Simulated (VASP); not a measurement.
## SiNi: single point with PBE

SiNi:

```
Si Ni
1.0
     3.02662    0.00000    0.00000
     0.00000    3.27350    0.00000
     0.00000    0.00000    4.69776
Si Ni
2 2
Direct
  0.50000 0.50000 0.84230
  0.00000 0.00000 0.15770
  0.50000 0.50000 0.34422
  0.00000 0.00000 0.65578
```

| Property | Result |
| --- | --- |
| Program | VASP 6.6.1 |
| Task | single point |
| Functional | PBE |
| Potentials or basis | VASP PAW PBE potentials, release 64 (Si, Ni) |
| Cutoff | 520 eV |
| k mesh | 11 × 10 × 7 |
| Occupations | fermi-dirac, width 0.05 eV |
| Spin | collinear spin, ferromagnetic start |
| Starting moments | [0.0, 0.0, 1.5, 1.5] μB |
| Dipole correction | no |
| k mesh for the DOS | 17 × 15 × 11 |
| Occupations for the DOS | tetrahedron |
| Further INCAR settings | ALGO = Normal; EDIFF = 1e-06 |

```json
{"Net moment": "0.00 μB per cell", "Valence electrons inside the program's atomic spheres": "Si 1.60; Ni 9.53"}
```

Levels at points of the mesh, in eV from the Fermi level:
Spin up:
```csv
k point,band 10,band 11,band 12,band 13,band 14,band 15,band 16,band 17,band 18,band 19
"(0.00, 0.00, 0.00)",-2.57,-2.31,-1.95,-1.94,-1.07,0.76,2.94,5.08,5.34,6.78
```
Spin down:
| k point | band 11 | band 12 | band 13 | band 14 | band 15 | band 16 | band 17 | band 18 |
| --- | --- | --- | --- | --- | --- | --- | --- | --- |
| (0.00, 0.00, 0.00) | -2.31 | -1.95 | -1.94 | -1.07 | 0.76 | 2.94 | 5.08 | 5.34 |

It took 14 min on 1 thread of Oxide Virtual Turin-like Processor, on a shared host, peak memory 0.63 GiB.
